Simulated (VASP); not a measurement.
Set up this calculation in VASP 6.6.1, as the native input.

```yaml
Task: single point
Functional: r2SCAN
Potentials_or_basis: VASP PAW PBE potentials, release 64 (Cu)
Cutoff: 520 eV
k_mesh: 20 × 20 × 14
Occupations: gaussian, width 0.1 eV
Spin: no spin polarisation
Dipole_correction: no
Further_INCAR_settings: ALGO = Normal; EDIFF = 1e-06; NBANDS = 18
```

Crystal: Cu.

```
Cu
1.0
     1.85986    1.85986    0.00000
    -1.85986    1.85986    0.00000
     0.00000    0.00000    3.36160
Cu
2
Direct
  0.00000 0.00000 0.00000
  0.50000 0.50000 0.50000
```

This cell differs from its parent crystal: biaxial strain in the a-b plane: +4.0 %, then relaxed in part.

These files were run (other wordings do the same):

POSCAR

```
Cu
1.0
    1.8598643612      1.8598643612      0.0000000000
   -1.8598643612      1.8598643612      0.0000000000
    0.0000000000      0.0000000000      3.3615956659
Cu
2
Direct
    0.0000000000      0.0000000000      0.0000000000
    0.5000000000      0.5000000000      0.5000000000
```

INCAR.step1

```
SYSTEM = Cu
ALGO = Normal
EDIFF = 1E-4
ENCUT = 520
GGA = PE
ISMEAR = 0
LASPH = .True.
LCHARG = .False.
LREAL = .False.
LWAVE = .True.
NBANDS = 18
NELM = 80
PREC = Accurate
SIGMA = 0.1
```

INCAR.step2

```
SYSTEM = Cu
ALGO = Normal
EDIFF = 1E-6
ENCUT = 520
ISIF = 2
ISMEAR = 0
ISTART = 1
LASPH = .True.
LCHARG = .False.
LMIXTAU = .True.
LREAL = .False.
LWAVE = .False.
METAGGA = R2SCAN
NBANDS = 18
NELM = 80
PREC = Accurate
SIGMA = 0.1
```

KPOINTS

```
k-points
0
Gamma
  20 20 14
  0 0 0
```

Potentials or basis: VASP PAW PBE potentials, release 64 (Cu).

Command:

```bash
$ cat potpaw_PBE.64/Cu/POTCAR > POTCAR
$ cp INCAR.step1 INCAR
$ mpirun -np 1 vasp_std > vasp.out
$ cp INCAR.step2 INCAR
$ mpirun -np 1 vasp_std > vasp.out
```

Results of the run:

```
Pressure               : -1.7 GPa
Band gap on the k mesh : zero (band 11 reaches 14.08 eV, above the bottom of band 12 at 5.39 eV)
```

Caveat: the cell differs from its parent crystal (biaxial strain in the a-b plane: +4.0 %, then relaxed in part); the PAW data sets were made with another functional, which shifts forces and pressure a little.

Wall time 9.3 min on 1 thread of Intel(R) Xeon(R) Platinum 8488C (Sapphire Rapids), on a shared host, peak memory 0.28 GiB.
